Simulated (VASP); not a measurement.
# PbS (Cmcm) in VASP: further runs

The runs below take PbS through single point, with PBEsol.

Program: VASP 6.6.1. These are calculated values, not measurements. Logs are shortened: lines on timing, memory, paths and dates and some standing lists are left out, and cuts for length are marked.

## (1) The cell of the first run

Symmetry: Cmcm, No. 63, orthorhombic system. The conventional cell has a = 3.923 Å, b = 10.847 Å, c = 4.148 Å, α = 90.00°, β = 90.00°, γ = 90.00°. Pb (site symmetry m2m) has 7 S at 2.65 to 3.39 Å and 2 Pb at 3.34 Å within 3.5 Å. S (site symmetry m2m) has 7 Pb at 2.65 to 3.39 Å within 3.5 Å.

## (2) Single point, PBEsol

Input file INCAR:

```
ALGO = Normal
EDIFF = 1E-6
ENCUT = 520
GGA = PS
ISIF = 2
ISMEAR = 0
LASPH = True
LCHARG = False
LREAL = False
LWAVE = False
NBANDS = 28
NELM = 80
PREC = Accurate
SIGMA = 0.01
```

Input file KPOINTS:

```
k-points
0
Gamma
  6 6 6
```

Input file POSCAR:

```
PbS
1.0
    1.9617251257     -5.4236875835      0.0000000000
    1.9617251257      5.4236875835      0.0000000000
    0.0000000000      0.0000000000      4.1483484237
Pb S
2 2
Direct
    0.8792298266      0.1207701734      0.7500000000
    0.1207701734      0.8792298266      0.2500000000
    0.6346214241      0.3653785759      0.7500000000
    0.3653785759      0.6346214241      0.2500000000
```

Potentials or basis: VASP PAW PBE potentials, release 64 (Pb_d, S).

The run is started by

```bash
$ cat potpaw_PBE.64/Pb_d/POTCAR potpaw_PBE.64/S/POTCAR > POTCAR
$ mpirun -np 1 vasp_std > vasp.out
```

OUTCAR:

```text
EDIFF = 1E-6
   ENCUT = 520
   GGA = PS
   ISIF = 2
   ISMEAR = 0
   LASPH = True
   LREAL = False
   NELM = 80
   PREC = Accurate

 ion  position               nearest neighbor table
   1  0.879  0.121  0.750-   3 2.65   4 2.86   4 2.86   4 2.86   4 2.86   2 3.34   2 3.34   3 3.39
                             3 3.39   2 4.00   2 4.00   2 4.00   2 4.00
   2  0.121  0.879  0.250-   4 2.65   3 2.86   3 2.86   3 2.86   3 2.86   1 3.34   1 3.34   4 3.39
                             4 3.39   1 4.00   1 4.00   1 4.00   1 4.00
   3  0.635  0.365  0.750-   1 2.65   2 2.86   2 2.86   2 2.86   2 2.86   1 3.39   1 3.39
   4  0.365  0.635  0.250-   2 2.65   1 2.86   1 2.86   1 2.86   1 2.86   2 3.39   2 3.39

  LATTYP: Found a base centered orthorhombic cell.
 ALAT       =     3.9234502514
 B/A-ratio  =     2.7647540996
 C/A-ratio  =     1.0573215303

  Lattice vectors:

 A1 = (   1.9617251257,  -5.4236875835,   0.0000000000)
 A2 = (   1.9617251257,   5.4236875835,   0.0000000000)
 A3 = (   0.0000000000,   0.0000000000,   4.1483484237)

Analysis of symmetry for initial positions (statically):
=====================================================================
 Subroutine PRICEL returns:
 Original cell was already a primitive cell.

 Routine SETGRP: Setting up the symmetry group for a
 base centered orthorhombic supercell.

 Subroutine GETGRP returns: Found  8 space group operations
 (whereof  4 operations were pure point group operations)
 out of a pool of  8 trial point group operations.

The static configuration has the point symmetry C_2h.
 The point group associated with its full space group is D_2h.

Analysis of symmetry for dynamics (positions and initial velocities):
=====================================================================
 Subroutine PRICEL returns:
 Original cell was already a primitive cell.

 Routine SETGRP: Setting up the symmetry group for a
 base centered orthorhombic supercell.

 Subroutine GETGRP returns: Found  8 space group operations
 (whereof  4 operations were pure point group operations)
 out of a pool of  8 trial point group operations.

The dynamic configuration has the point symmetry C_2h.
 The point group associated with its full space group is D_2h.

 Subroutine INISYM returns: Found  8 space group operations
 (whereof  4 operations are pure point group operations),
 and found     1 'primitive' translations

----------------------------------------------------------------------------------------

                                     Primitive cell

  volume of cell :      88.2751

  direct lattice vectors                    reciprocal lattice vectors
     1.961725126 -5.423687583  0.000000000     0.254877706 -0.092188201  0.000000000
     1.961725126  5.423687583  0.000000000     0.254877706  0.092188201  0.000000000
     0.000000000  0.000000000  4.148348424     0.000000000  0.000000000  0.241059790

  length of vectors
     5.767560357  5.767560357  4.148348424     0.271037469  0.271037469  0.241059790

  position of ions in fractional coordinates (direct lattice)
     0.879229827  0.120770173  0.750000000
     0.120770173  0.879229827  0.250000000
     0.634621424  0.365378576  0.750000000
     0.365378576  0.634621424  0.250000000

  ion indices of the primitive-cell ions
   primitive index   ion index
                 1           1
                 2           2
                 3           3
                 4           4

----------------------------------------------------------------------------------------

 KPOINTS: k-points

Automatic generation of k-mesh.
 Grid dimensions read from file:
 generate k-points for:    6    6    6

 Generating k-lattice:

  Cartesian coordinates                     Fractional coordinates (reciprocal lattice)
     0.042479618 -0.015364700  0.000000000     0.166666667  0.000000000  0.000000000
     0.042479618  0.015364700  0.000000000     0.000000000  0.166666667  0.000000000
     0.000000000  0.000000000  0.040176632     0.000000000  0.000000000  0.166666667

  Length of vectors
     0.045172911  0.045172911  0.040176632

  Shift w.r.t. Gamma in fractional coordinates (k-lattice)
     0.000000000  0.000000000  0.000000000

 Subroutine IBZKPT returns following result:
 ===========================================

 Found     52 irreducible k-points:

 Following reciprocal coordinates:
            Coordinates               Weight
  0.000000  0.000000  0.000000      1.000000
  0.166667  0.000000  0.000000      4.000000
  0.333333 -0.000000  0.000000      4.000000
  0.500000  0.000000  0.000000      2.000000
  0.166667  0.166667  0.000000      2.000000
  0.333333  0.166667  0.000000      4.000000
[... 16 lines left out ...]
  0.333333  0.333333  0.166667      4.000000
  0.500000  0.333333  0.166667      8.000000
 [... further k-points ...]
   k-points           NKPTS =     52   k-points in BZ     NKDIM =     52   number of bands    NBANDS=     28
   number of dos      NEDOS =    301   number of ions     NIONS =      4
   total plane-waves  NPLWV =  73728
   dimension x,y,z NGX =    48 NGY =   48 NGZ =   32
   dimension x,y,z NGXF=    96 NGYF=   96 NGZF=   64
   ions per type =               2   2
   NGX,Y,Z   is equivalent  to a cutoff of  13.84, 13.84, 12.82 a.u.
   NGXF,Y,Z  is equivalent  to a cutoff of  27.67, 27.67, 25.65 a.u.
 SYSTEM =  unknown system
   PREC   = accura    normal or accurate (medium, high low for compatibility)
   ISTART =      0    job   : 0-new  1-cont  2-samecut
   ICHARG =      2    charge: 1-file 2-atom 10-const
   ISPIN  =      1    spin polarized calculation?
   LNONCOLLINEAR =      F non collinear calculations
   LSORBIT =      F    spin-orbit coupling
   LASPH  =      T    aspherical Exc in radial PAW
   ENCUT  =  520.0 eV  38.22 Ry    6.18 a.u.  10.72 10.72  7.71*2*pi/ulx,y,z
   NELM   =     80;   NELMIN=  2; NELMDL= -5     # of ELM steps
   EDIFF  = 0.1E-05   stopping-criterion for ELM
   LREAL  =      F    real-space projection
   EDIFFG = 0.1E-04   stopping-criterion for IOM
   NSW    =      0    number of steps for IOM
   IBRION =     -1    ionic relax: 0-MD 1-quasi-New 2-CG
   NFREE  =      0    steps in history (QN), initial steepest desc. (CG)
   ISIF   =      2    stress and relaxation
   ISYM   =      2    0-nonsym 1-usesym 2-fastsym
   POTIM  = 0.5000    time-step for ionic-motion
   TEBEG  =    0.0;   TEEND  =   0.0 temperature during run
   PSTRESS=    0.0 pullay stress
   NELECT =      40.0000    total number of electrons
   NUPDOWN=      -1.0000    fix difference up-down
   EMIN   =  10.00;   EMAX   =-10.00  energy-range for DOS
   EFERMI =   0.00;   METHOD = LEGACY
   ISMEAR =     0;   SIGMA  =   0.01  broadening in eV -4-tet -1-fermi 0-gaus
   EFERMI_NEDOS =   21; number of points for ismear=-14 and -15
   IALGO  =     38    algorithm
   IMIX   =      4    mixing-type and parameters
     AMIX     =   0.40;   BMIX     =  1.00
     AMIX_MAG =   1.60;   BMIX_MAG =  1.00
  volume/ion in A,a.u.               =      22.07       148.93
  Fermi-wavevector in a.u.,A,eV,Ry     =   1.257425  2.376189 21.512417  1.581118
  Thomas-Fermi vector in A             =   2.391085
   LORBIT       =      0    0 simple, 1 ext, 2 COOP (PROOUT), +10 PAW based schemes
   GGA     = PS    functional components
   LHFCALC =     F    Hartree Fock is set to
   AEXX    =    0.0000 exact exchange contribution
   IVDW    =     0    specifies the selected vdW correction
   LEPSILON=     F    determine dielectric tensor
   LRPA    =     F    only Hartree local field effects (RPA)
 non-spin polarized calculation
 Gauss-broadening in eV      SIGMA  =   0.01
  energy-cutoff  :      520.00
  volume of cell :       88.28
 maximum number of plane-waves:      2409
 NGX is ok and might be reduce to    48
   NGX = 21   NGY = 21   NGZ = 15

 number of electron      39.9999997 magnetization

 Free energy of the ion-electron system (eV)
  ---------------------------------------------------
  ext. energy  EPLUGINS =         0.00000000
  ---------------------------------------------------
  free energy    TOTEN  =       -18.52067179 eV

  energy without entropy =      -18.52067179  energy(sigma->0) =      -18.52067179

 E-fermi :   7.4317     XC(G=0): -10.7475

 val. band max:        7.3403772212   @ k =   0.5000   0.5000   0.3333
 cond. band min:       8.1755187805   @ k =   0.5000   0.5000   0.3333
 fundamental gap:      0.8351415593
 Fermi energy:         7.4317029387

 k-point     1 :       0.0000    0.0000    0.0000
  band No.  band energies     occupation
      1      -9.5601      2.00000
      2      -9.4055      2.00000
      3      -9.3637      2.00000
      4      -9.2918      2.00000
      5      -9.2519      2.00000
      6      -9.2327      2.00000
[... 20 lines left out ...]
     27      13.8991      0.00000
     28      14.0944      0.00000

 k-point     2 :       0.1667    0.0000    0.0000
  band No.  band energies     occupation
      1      -9.5270      2.00000
      2      -9.3990      2.00000
      3      -9.3480      2.00000
      4      -9.2720      2.00000
      5      -9.2694      2.00000
      6      -9.2454      2.00000
[... 20 lines left out ...]
     27      14.1195      0.00000
     28      14.3223      0.00000

 k-point     3 :       0.3333   -0.0000    0.0000
  band No.  band energies     occupation
      1      -9.4527      2.00000
      2      -9.3863      2.00000
      3      -9.3288      2.00000
      4      -9.3123      2.00000
      5      -9.2870      2.00000
      6      -9.2609      2.00000
[... 20 lines left out ...]
     27      14.8850      0.00000
     28      15.2705      0.00000

 k-point     4 :       0.5000    0.0000    0.0000
  band No.  band energies     occupation
      1      -9.4019      2.00000
      2      -9.3796      2.00000
      3      -9.3369      2.00000
      4      -9.3338      2.00000
      5      -9.3034      2.00000
      6      -9.2681      2.00000
[... 20 lines left out ...]
     27      15.3330      0.00000
     28      15.6569      0.00000

 k-point     5 :       0.1667    0.1667    0.0000
  band No.  band energies     occupation
      1      -9.4657      2.00000
      2      -9.3944      2.00000
      3      -9.3250      2.00000
      4      -9.2998      2.00000
      5      -9.2722      2.00000
      6      -9.2660      2.00000
[... 20 lines left out ...]
     27      14.4123      0.00000
     28      14.9690      0.00000

 k-point     6 :       0.3333    0.1667    0.0000
  band No.  band energies     occupation
      1      -9.4026      2.00000
      2      -9.3852      2.00000
      3      -9.3372      2.00000
      4      -9.3193      2.00000
      5      -9.2944      2.00000
      6      -9.2778      2.00000
[... 463 lines left out ...]
      5      -9.2657      2.00000
      6      -9.2526      2.00000
[... 20 lines left out ...]
     27      14.7777      0.00000
     28      15.0015      0.00000

 k-point    22 :      -0.1667    0.1667    0.1667
  band No.  band energies     occupation
      1      -9.5123      2.00000
      2      -9.3916      2.00000
      3      -9.3607      2.00000
      4      -9.2874      2.00000
      5      -9.2710      2.00000
      6      -9.2541      2.00000
[... 20 lines left out ...]
     27      13.3238      0.00000
     28      14.8711      0.00000

 k-point    23 :       0.3333    0.3333    0.1667
  band No.  band energies     occupation
      1      -9.4101      2.00000
      2      -9.3860      2.00000
      3      -9.3694      2.00000
      4      -9.3114      2.00000
      5      -9.3097      2.00000
      6      -9.2578      2.00000
[... 20 lines left out ...]
     27      14.5739      0.00000
     28      14.8154      0.00000

 k-point    24 :       0.5000    0.3333    0.1667
  band No.  band energies     occupation
      1      -9.4527      2.00000
      2      -9.3803      2.00000
      3      -9.3259      2.00000
      4      -9.3049      2.00000
      5      -9.2813      2.00000
      6      -9.2648      2.00000
[... 20 lines left out ...]
     27      14.7210      0.00000
     28      15.1158      0.00000

 [... further k-points ...]
[... 5 lines left out ...]
  --------------------------------------------------------------------------------------
  -------------------------------------------------------------------------------------
  Total        4.3988307      4.3906313      4.3886427      0.0000000     -0.0000000      0.0000000
  in kB       79.8380256     79.6892079     79.6531147      0.0000000     -0.0000000      0.0000000
  external PRESSURE =      79.7267827 kB  Pullay stress =       0.0000000 kB

 VOLUME and BASIS-vectors are now :
 -----------------------------------------------------------------------------
  energy-cutoff  :      520.00
  volume of cell :       88.28
      direct lattice vectors                 reciprocal lattice vectors
     1.961725126 -5.423687583  0.000000000     0.254877706 -0.092188201  0.000000000
     1.961725126  5.423687583  0.000000000     0.254877706  0.092188201  0.000000000
     0.000000000  0.000000000  4.148348424     0.000000000  0.000000000  0.241059790

 POSITION                                       TOTAL-FORCE (eV/Angst)
 -----------------------------------------------------------------------------------
      1.96173     -4.11365      3.11126         0.000000     -0.003413     -0.000000
      1.96173      4.11365      1.03709         0.000000      0.003413      0.000000
      1.96173     -1.46029      3.11126         0.000000      0.005036     -0.000000
      1.96173      1.46029      1.03709         0.000000     -0.005036      0.000000
 -----------------------------------------------------------------------------------
    total drift:                                0.000000      0.000000      0.000000

  FREE ENERGIE OF THE ION-ELECTRON SYSTEM (eV)
  ---------------------------------------------------
  free  energy   TOTEN  =       -18.5206717885 eV

  energy  without entropy=      -18.5206717885  energy(sigma->0) =      -18.52067179
```

Wall time 1.8 min (1 thread of AMD EPYC 7R43 (Zen 3), shared host); peak memory 0.27 GiB.

What came out:

```yaml
Free_energy: -18.5207 eV
Pressure: 8.0 GPa
Largest_force: 0.005 eV/Å
Band_gap_on_the_k_mesh: 0.84 eV, direct
```

Forces in eV/Å, atoms in the order of the input:
```
Pb   0.000 -0.003  0.000
Pb   0.000  0.003  0.000
S    0.000  0.005  0.000
S    0.000 -0.005  0.000
```

Levels at points of the mesh, in eV from the valence-band top:
```csv
k point,band 17,band 18,band 19,band 20,band 21,band 22,band 23,band 24
"(0.00, 0.00, 0.00)",-2.93,-2.65,-2.23,-1.27,4.12,4.20,4.99,5.40
"(0.50, 0.00, 0.00)",-2.20,-1.74,-0.79,-0.61,1.11,1.19,1.50,2.92
"(0.50, 0.50, 0.00)",-3.17,-1.87,-1.65,-1.15,0.95,4.18,4.19,4.23
"(0.00, 0.00, 0.50)",-1.66,-1.66,-0.12,-0.12,1.34,1.34,2.29,2.29
"(0.50, 0.00, 0.50)",-4.55,-4.55,-1.85,-1.85,2.96,2.96,5.72,5.72
"(0.50, 0.50, 0.50)",-1.45,-1.45,-0.90,-0.90,1.61,1.61,3.14,3.14
```

Caveat: the PAW data sets were made with another functional, which shifts forces and pressure a little; spin-orbit coupling is left out, which moves the levels of the heavy elements. A k mesh can miss the band edges.

## (3) Single point, PBEsol

This run uses another cell than the first one, of 22.61 Å³/atom, 1.025 times its volume.

Input file INCAR:

```
ALGO = Normal
EDIFF = 1E-6
ENCUT = 520
GGA = PS
ISIF = 2
ISMEAR = 0
LASPH = T
LCHARG = F
LREAL = F
LWAVE = F
NBANDS = 28
NELM = 100
PREC = Accurate
SIGMA = 0.01
```

KPOINTS is that of step 2.

Input file POSCAR:

```
PbS
1.0
    1.9785547904     -5.4860985246      0.0000000000
    1.9785547904      5.4860985246      0.0000000000
    0.0000000000      0.0000000000      4.1662130533
Pb S
2 2
Direct
    0.8784379744      0.1215620256      0.7500000000
    0.1215620256      0.8784379744      0.2500000000
    0.6356017668      0.3643982332      0.7500000000
    0.3643982332      0.6356017668      0.2500000000
```

Potentials or basis: VASP PAW PBE potentials, release 64 (Pb_d, S).

The run is started by

```bash
$ cat potpaw_PBE.64/Pb_d/POTCAR potpaw_PBE.64/S/POTCAR > POTCAR
$ mpirun -np 1 vasp_std > vasp.out
```

It took 1.9 min on 1 thread of AMD EPYC 7R43 (Zen 3), shared host; peak memory 0.27 GiB.

The run converged. Its results:

- Free energy: -18.6158 eV
- Pressure: 6.0 GPa
- Band gap on the k mesh: 0.88 eV, direct

Forces on the atoms (eV/Å):
```
Pb   0.000  0.002  0.000
Pb   0.000 -0.002  0.000
S    0.000  0.002  0.000
S    0.000 -0.002  0.000
```

Stress tensor (GPa, compression positive):
```
6.03 0.00 0.00
0.00 5.92 0.00
0.00 0.00 6.02
```

Levels at points of the mesh, in eV from the valence-band top:
| k point | band 18 | band 19 | band 20 | band 21 | band 22 | band 23 |
| --- | --- | --- | --- | --- | --- | --- |
| (0.00, 0.00, 0.00) | -2.50 | -2.10 | -1.14 | 4.20 | 4.27 | 4.97 |
| (0.50, 0.00, 0.00) | -1.64 | -0.72 | -0.55 | 1.22 | 1.33 | 1.54 |
| (0.50, 0.50, 0.00) | -1.78 | -1.67 | -1.05 | 0.98 | 4.21 | 4.27 |
| (0.00, 0.00, 0.50) | -1.56 | -0.11 | -0.11 | 1.40 | 1.40 | 2.36 |
| (0.50, 0.00, 0.50) | -4.34 | -1.78 | -1.78 | 3.01 | 3.01 | 5.67 |
| (0.50, 0.50, 0.50) | -1.39 | -0.84 | -0.84 | 1.61 | 1.61 | 3.15 |

Caveat: the PAW data sets were made with another functional, which shifts forces and pressure a little; spin-orbit coupling is left out, which moves the levels of the heavy elements. A k mesh can miss the band edges.

[end of part 1 of 2]
